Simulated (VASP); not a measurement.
Ti, 1 atom in the cell. Symmetry: Im-3m, No. 229, cubic system. Conventional cell: a = 3.204 Å, b = 3.204 Å, c = 3.204 Å, α = 90.00°, β = 90.00°, γ = 90.00°. Within 3.7 Å of Ti (site symmetry m-3m) lie 14 Ti at 2.78 to 3.20 Å.  This cell differs from its parent crystal: volume scaled by 0.95.

* Program: VASP 6.6.1
* Task: single point
* Functional: PBE
* Potentials or basis: VASP PAW PBE potentials, release 64 (Ti_sv)
* Cutoff: 520 eV
* k mesh: 16 × 16 × 16
* Occupations: fermi-dirac, width 0.1 eV
* Spin: no spin polarisation
* Dipole correction: no
* Further INCAR settings: ALGO = Normal; EDIFF = 1e-06; NBANDS = 12

Potentials or basis: VASP PAW PBE potentials, release 64 (Ti_sv).

The run is started by

```bash
$ cat potpaw_PBE.64/Ti_sv/POTCAR > POTCAR
$ mpirun -np 1 vasp_std > vasp.out
```

Hardware: 1 thread of AMD EPYC 7R13 (shared host).

Q: How long does it take, and how much memory?

A: Wall time 80 s on 1 thread of AMD EPYC 7R13, on a shared host, peak memory 0.13 GiB. Counts: scf iterations 12, k points 145.
